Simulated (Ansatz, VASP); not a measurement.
# One calculation of GdO, two programs

```
Gd O
1.0
     3.11330    0.00000    0.00000
    -1.55665    2.69620    0.00000
     0.00000    0.00000    3.03843
Gd O
1 1
Direct
  0.00000 0.00000 0.00000
  0.66667 0.33333 0.50000
```

Alike in both runs: functional LDA; k mesh 10 × 10 × 9; occupations fermi-dirac, width 0.05 eV; collinear spin; Hubbard terms Gd f U = 5.0 eV.

|  | VASP | Ansatz |
| --- | --- | --- |
| version | VASP 6.6.1 | Ansatz 0.2.0 |
| potentials or method | VASP PAW PBE potentials, release 64 (Gd, O) | Ansatz PAW |
| plane-wave cutoff (eV) | 520 | 420 |
| valence electrons in the cell | 24 | 24 |
| task | single point | band structure |

|  | VASP | Ansatz | Ansatz less VASP |
| --- | --- | --- | --- |
| gap on the k mesh at the Fermi level (eV) | none | none | - |
| pressure (GPa) | 21.3 | 20.6 | -0.72 |
| traceless stress, the component that is largest in VASP (GPa) | -1.52 | -1.60 | -0.074 |
| net moment per atom (μB) | 3.71 | 3.73 | +0.023 |
| size of the moment on the site where the two differ most (μB) | 7.05 | 6.99 | -0.055 |

VASP's potentials were made for PBE, not for LDA. LDA's correlation is that of Perdew and Zunger in VASP and of Perdew and Wang (1992) in Ansatz. Site moments also hang on the region over which each program counts them. The programs project onto different local orbitals, so the same U acts differently, and such runs can settle in different states. A gap of «none» marks a metal or a gap that the smearing closes.

Spin-orbit coupling is off throughout. Noted on Ansatz's run: the magnetic or orbital state may not be the lowest.
